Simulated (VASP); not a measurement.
# InSe in VASP: single point with PBE+D3(BJ)

Aim: the single point of InSe with PBE+D3(BJ).

Everything below comes from runs of VASP 6.6.1. Logs are shortened: lines on timing, memory, paths and dates and some standing lists are left out, and cuts for length are marked.

## 1. The cell of the first run

The cell holds a slab with vacuum, 8 atoms: a = 4.027 Å, b = 4.027 Å, c = 28.271 Å, α = 90.00°, β = 90.00°, γ = 120.00°.

## 2. Single point, PBE+D3(BJ) (layers slid over each other)

File INCAR:

```
SYSTEM = InSe
PREC = Accurate
ENCUT = 520
EDIFF = 1E-7
ISMEAR = 0
SIGMA = 0.05
LREAL = .False.
LASPH = .True.
NELM = 60
ALGO = Normal
ISIF = 2
LWAVE = .False.
LCHARG = .False.
LDIPOL = .True.
IDIPOL = 3
DIPOL = 0.5 0.5 0.408
GGA = PE
IVDW = 12
NBANDS = 48
```

File KPOINTS:

```
Automatic mesh
0
Gamma
  9 9 1
  0 0 0
```

File POSCAR:

```
InSe
1.0
    4.0266103640      0.0000000000      0.0000000000
   -2.0133051820      3.4871468663      0.0000000000
    0.0000000000      0.0000000000     28.2707108021
Se In
4 4
Direct
    0.0000000000      0.0000000000      0.1591753399
    0.0000000000      0.0000000000      0.3496677346
    0.0000000000      0.6666666667      0.4667500401
    0.0000000000      0.6666666667      0.6572424348
    0.6666666667      0.3333333333      0.2049979895
    0.6666666667      0.3333333333      0.3038451603
    0.6666666667      1.0000000000      0.5125726897
    0.6666666667      1.0000000000      0.6114198605
```

Potentials or basis: VASP PAW PBE potentials, release 64 (Se, In_d).

Run with:

```console
$ cat potpaw_PBE.64/Se/POTCAR potpaw_PBE.64/In_d/POTCAR > POTCAR
$ mpirun -np 1 vasp_std > vasp.out
```

OUTCAR:

```text
SYSTEM = InSe
   PREC = Accurate
   ENCUT = 520
   EDIFF = 1E-7
   ISMEAR = 0
   LREAL = .False.
   LASPH = .True.
   NELM = 60
   ISIF = 2
   GGA = PE
   IVDW = 12
 IVDW          = 12

 ion  position               nearest neighbor table
   1  0.000  0.000  0.159-   5 2.66   5 2.66   5 2.66
   2  0.000  0.000  0.350-   6 2.66   6 2.66   6 2.66
   3  0.000  0.667  0.467-   7 2.66   7 2.66   7 2.66
   4  0.000  0.667  0.657-   8 2.66   8 2.66   8 2.66
   5  0.667  0.333  0.205-   1 2.66   1 2.66   1 2.66   6 2.79
   6  0.667  0.333  0.304-   2 2.66   2 2.66   2 2.66   5 2.79
   7  0.667  0.000  0.513-   3 2.66   3 2.66   3 2.66   8 2.79
   8  0.667  0.000  0.611-   4 2.66   4 2.66   4 2.66   7 2.79

  LATTYP: Found a hexagonal cell.
 ALAT       =     4.0266103640
 C/A-ratio  =     7.0209700583

  Lattice vectors:

 A1 = (   4.0266103640,   0.0000000000,   0.0000000000)
 A2 = (  -2.0133051820,   3.4871468663,   0.0000000000)
 A3 = (   0.0000000000,   0.0000000000,  28.2707108021)

Analysis of symmetry for initial positions (statically):
=====================================================================
 Subroutine PRICEL returns:
 Original cell was already a primitive cell.

 Routine SETGRP: Setting up the symmetry group for a
 hexagonal supercell.

 Subroutine GETGRP returns: Found  2 space group operations
 (whereof  1 operations were pure point group operations)
 out of a pool of 24 trial point group operations.

The static configuration has the point symmetry C_1 .
 The point group associated with its full space group is C_2 .

Analysis of symmetry for dynamics (positions and initial velocities):
=====================================================================
 Subroutine PRICEL returns:
 Original cell was already a primitive cell.

 Routine SETGRP: Setting up the symmetry group for a
 hexagonal supercell.

 Subroutine GETGRP returns: Found  2 space group operations
 (whereof  1 operations were pure point group operations)
 out of a pool of 24 trial point group operations.

The dynamic configuration has the point symmetry C_1 .
 The point group associated with its full space group is C_2 .

 Subroutine INISYM returns: Found  2 space group operations
 (whereof  1 operations are pure point group operations),
 and found     1 'primitive' translations

----------------------------------------------------------------------------------------

                                     Primitive cell

  volume of cell :     396.9598

  direct lattice vectors                    reciprocal lattice vectors
     4.026610364  0.000000000  0.000000000     0.248347843  0.143383694  0.000000000
    -2.013305182  3.487146866  0.000000000     0.000000000  0.286767388  0.000000000
     0.000000000  0.000000000 28.270710802     0.000000000  0.000000000  0.035372298

  length of vectors
     4.026610364  4.026610364 28.270710802     0.286767388  0.286767388  0.035372298

  position of ions in fractional coordinates (direct lattice)
     0.000000000  0.000000000  0.159175340
     0.000000000  0.000000000  0.349667735
     0.000000000  0.666666667  0.466750040
     0.000000000  0.666666667  0.657242435
     0.666666667  0.333333333  0.204997990
     0.666666667  0.333333333  0.303845160
     0.666666667  0.000000000  0.512572690
     0.666666667  0.000000000  0.611419860

  ion indices of the primitive-cell ions
   primitive index   ion index
                 1           1
                 2           2
                 3           3
                 4           4
                 5           5
                 6           6
                 7           7
                 8           8

----------------------------------------------------------------------------------------

 KPOINTS: Automatic mesh

Automatic generation of k-mesh.
 Grid dimensions read from file:
 generate k-points for:    9    9    1

 Generating k-lattice:

  Cartesian coordinates                     Fractional coordinates (reciprocal lattice)
     0.027594205  0.015931522  0.000000000     0.111111111  0.000000000  0.000000000
     0.000000000  0.031863043  0.000000000     0.000000000  0.111111111  0.000000000
     0.000000000  0.000000000  0.035372298     0.000000000  0.000000000  1.000000000

  Length of vectors
     0.031863043  0.031863043  0.035372298

  Shift w.r.t. Gamma in fractional coordinates (k-lattice)
     0.000000000  0.000000000  0.000000000

 Subroutine IBZKPT returns following result:
 ===========================================

 Found     25 irreducible k-points:

 Following reciprocal coordinates:
            Coordinates               Weight
  0.000000  0.000000  0.000000      1.000000
  0.111111 -0.000000  0.000000      2.000000
  0.000000  0.111111  0.000000      4.000000
  0.222222  0.000000  0.000000      2.000000
  0.000000  0.222222  0.000000      4.000000
  0.333333 -0.000000  0.000000      2.000000
[... 16 lines left out ...]
 -0.222222 -0.444444  0.000000      4.000000
  0.444444  0.333333  0.000000      4.000000
   k-points           NKPTS =     25   k-points in BZ     NKDIM =     25   number of bands    NBANDS=     48
   number of dos      NEDOS =    301   number of ions     NIONS =      8
   total plane-waves  NPLWV = 189000
   dimension x,y,z NGX =    30 NGY =   30 NGZ =  210
   dimension x,y,z NGXF=    60 NGYF=   60 NGZF=  420
   ions per type =               4   4
   NGX,Y,Z   is equivalent  to a cutoff of  12.39, 12.39, 12.35 a.u.
   NGXF,Y,Z  is equivalent  to a cutoff of  24.77, 24.77, 24.70 a.u.
 SYSTEM =  InSe
   PREC   = accura    normal or accurate (medium, high low for compatibility)
   ISTART =      0    job   : 0-new  1-cont  2-samecut
   ICHARG =      2    charge: 1-file 2-atom 10-const
   ISPIN  =      1    spin polarized calculation?
   LNONCOLLINEAR =      F non collinear calculations
   LSORBIT =      F    spin-orbit coupling
   LASPH  =      T    aspherical Exc in radial PAW
   ENCUT  =  520.0 eV  38.22 Ry    6.18 a.u.   7.49  7.49 52.56*2*pi/ulx,y,z
   NELM   =     60;   NELMIN=  2; NELMDL= -5     # of ELM steps
   EDIFF  = 0.1E-06   stopping-criterion for ELM
   LREAL  =      F    real-space projection
   EDIFFG = 0.1E-05   stopping-criterion for IOM
   NSW    =      0    number of steps for IOM
   IBRION =     -1    ionic relax: 0-MD 1-quasi-New 2-CG
   NFREE  =      0    steps in history (QN), initial steepest desc. (CG)
   ISIF   =      2    stress and relaxation
   ISYM   =      2    0-nonsym 1-usesym 2-fastsym
   POTIM  = 0.5000    time-step for ionic-motion
   TEBEG  =    0.0;   TEEND  =   0.0 temperature during run
   PSTRESS=    0.0 pullay stress
   NELECT =      76.0000    total number of electrons
   NUPDOWN=      -1.0000    fix difference up-down
   EMIN   =  10.00;   EMAX   =-10.00  energy-range for DOS
   EFERMI =   0.00;   METHOD = LEGACY
   ISMEAR =     0;   SIGMA  =   0.05  broadening in eV -4-tet -1-fermi 0-gaus
   EFERMI_NEDOS =   21; number of points for ismear=-14 and -15
   IALGO  =     38    algorithm
   IMIX   =      4    mixing-type and parameters
     AMIX     =   0.40;   BMIX     =  1.00
     AMIX_MAG =   1.60;   BMIX_MAG =  1.00
  volume/ion in A,a.u.               =      49.62       334.85
  Fermi-wavevector in a.u.,A,eV,Ry     =   0.943548  1.783047 12.113024  0.890282
  Thomas-Fermi vector in A             =   2.071266
   LORBIT       =      0    0 simple, 1 ext, 2 COOP (PROOUT), +10 PAW based schemes
   GGA     = PE    functional components
   LHFCALC =     F    Hartree Fock is set to
   AEXX    =    0.0000 exact exchange contribution
   IVDW    =    12    specifies the selected vdW correction
   LEPSILON=     F    determine dielectric tensor
   LRPA    =     F    only Hartree local field effects (RPA)
 non-spin polarized calculation
 Gauss-broadening in eV      SIGMA  =   0.05
  energy-cutoff  :      520.00
  volume of cell :      396.96
 maximum number of plane-waves:     10749
 NGX is ok and might be reduce to    30
   NGX = 15   NGY = 15   NGZ =105

 number of electron      75.9999997 magnetization

 dipolmoment           0.000000      0.000000     -0.000026 electrons x Angstroem

 Free energy of the ion-electron system (eV)
  ---------------------------------------------------
  ext. energy  EPLUGINS =         0.00000000
  ---------------------------------------------------
  free energy    TOTEN  =       -28.36345708 eV

  energy without entropy =      -28.36345708  energy(sigma->0) =      -28.36345708

 E-fermi :   0.0917     XC(G=0):  -5.6576

 val. band max:       -0.1668829771   @ k =   0.1111  -0.0000   0.0000
 cond. band min:       0.9312957388   @ k =   0.0000   0.0000   0.0000
 fundamental gap:      1.0981787159
 Fermi energy:         0.0917371514

 k-point     1 :       0.0000    0.0000    0.0000
  band No.  band energies     occupation
      1     -14.5170      2.00000
      2     -14.5168      2.00000
      3     -14.3342      2.00000
      4     -14.3341      2.00000
      5     -14.3330      2.00000
      6     -14.3329      2.00000
[... 40 lines left out ...]
     47       5.0422      0.00000
     48       5.2048      0.00000

 k-point     2 :       0.1111   -0.0000    0.0000
  band No.  band energies     occupation
      1     -14.5165      2.00000
      2     -14.5161      2.00000
      3     -14.3752      2.00000
      4     -14.3726      2.00000
      5     -14.3316      2.00000
      6     -14.3315      2.00000
[... 40 lines left out ...]
     47       5.1039      0.00000
     48       5.1826      0.00000

 k-point     3 :       0.0000    0.1111    0.0000
  band No.  band energies     occupation
      1     -14.5165      2.00000
      2     -14.5161      2.00000
      3     -14.3748      2.00000
      4     -14.3723      2.00000
      5     -14.3324      2.00000
      6     -14.3313      2.00000
[... 1060 lines left out ...]
     47       5.2656      0.00000
     48       5.3478      0.00000

 k-point    24 :       0.4444    0.3333    0.0000
  band No.  band energies     occupation
      1     -14.6264      2.00000
      2     -14.6198      2.00000
      3     -14.5255      2.00000
      4     -14.5207      2.00000
      5     -14.4600      2.00000
      6     -14.4597      2.00000
[... 40 lines left out ...]
     47       5.2471      0.00000
     48       5.3510      0.00000

 [... further k-points ...]

------------------------ aborting loop because EDIFF is reached ----------------------------------------

 vacuum level on the upper side and lower side of the slab       (xc-potential included)        -0.091        -0.091

 Edisp (eV)   -2.02278

 E8    (eV) :    -0.9483

  FORCE on cell =-STRESS in cart. coord.  units (eV):
  Direction    XX          YY          ZZ          XY          YZ          ZX
  --------------------------------------------------------------------------------------
  -------------------------------------------------------------------------------------
  Total      -0.05531     0.03330     0.00518    -0.07674    -0.23598     0.13625
  in kB      -0.22322     0.13442     0.02089    -0.30972    -0.95246     0.54990
  external pressure =       -0.02 kB  Pullay stress =        0.00 kB

 VOLUME and BASIS-vectors are now :
 -----------------------------------------------------------------------------
  energy-cutoff  :      520.00
  volume of cell :      396.96
      direct lattice vectors                 reciprocal lattice vectors
     4.026610364  0.000000000  0.000000000     0.248347843  0.143383694  0.000000000
    -2.013305182  3.487146866  0.000000000     0.000000000  0.286767388  0.000000000
     0.000000000  0.000000000 28.270710802     0.000000000  0.000000000  0.035372298

 POSITION                                       TOTAL-FORCE (eV/Angst)
 -----------------------------------------------------------------------------------
      0.00000      0.00000      4.50000        -0.001445      0.000932     -0.010966
      0.00000      0.00000      9.88536        -0.040218      0.057622     -0.006171
     -1.34220      2.32476     13.19536         0.029793     -0.063641      0.006171
     -1.34220      2.32476     18.58071         0.000085     -0.001717      0.010966
      2.01331      1.16238      5.79544        -0.003577      0.003206      0.010705
      2.01331      1.16238      8.58992         0.009959     -0.000652     -0.002765
      2.68441      0.00000     14.49079         0.004415      0.008950      0.002765
      2.68441      0.00000     17.28527         0.000988     -0.004701     -0.010705
 -----------------------------------------------------------------------------------
    total drift:                                0.000174      0.000102     -0.003209

  FREE ENERGIE OF THE ION-ELECTRON SYSTEM (eV)
  ---------------------------------------------------
  free  energy   TOTEN  =       -30.3862395501 eV

  energy  without entropy=      -30.3862395501  energy(sigma->0) =      -30.38623955

 vacuum level on the upper side and lower side of the slab         5.425         5.426
```

Run time: 24 min. Hardware: 1 thread of Intel Xeon 8259CL, shared host; peak memory 0.66 GiB.

Results:

| Item | Value |
| --- | --- |
| Free energy | -30.3862 eV |
| Largest force | 0.071 eV/Å |
| Band gap on the k mesh | 1.10 eV (least direct gap 1.15 eV) |
| Dispersion energy per atom | -0.253 eV |

Forces in eV/Å, atoms in the order of the input:
```
Se  -0.001  0.001 -0.011
Se  -0.040  0.058 -0.006
Se   0.030 -0.064  0.006
Se   0.000 -0.002  0.011
In  -0.004  0.003  0.011
In   0.010 -0.001 -0.003
In   0.004  0.009  0.003
In   0.001 -0.005 -0.011
```

Levels at points of the mesh, in eV from the valence-band top:
```tsv
k point	band 35	band 36	band 37	band 38	band 39	band 40	band 41	band 42
(0.00, 0.00, 0.00)	-0.71	-0.71	-0.70	-0.05	1.10	1.67	2.47	2.56
```

Caveat: the cell differs from its parent crystal (layers slid over each other); spin-orbit coupling is left out, which moves the levels of the heavy elements.
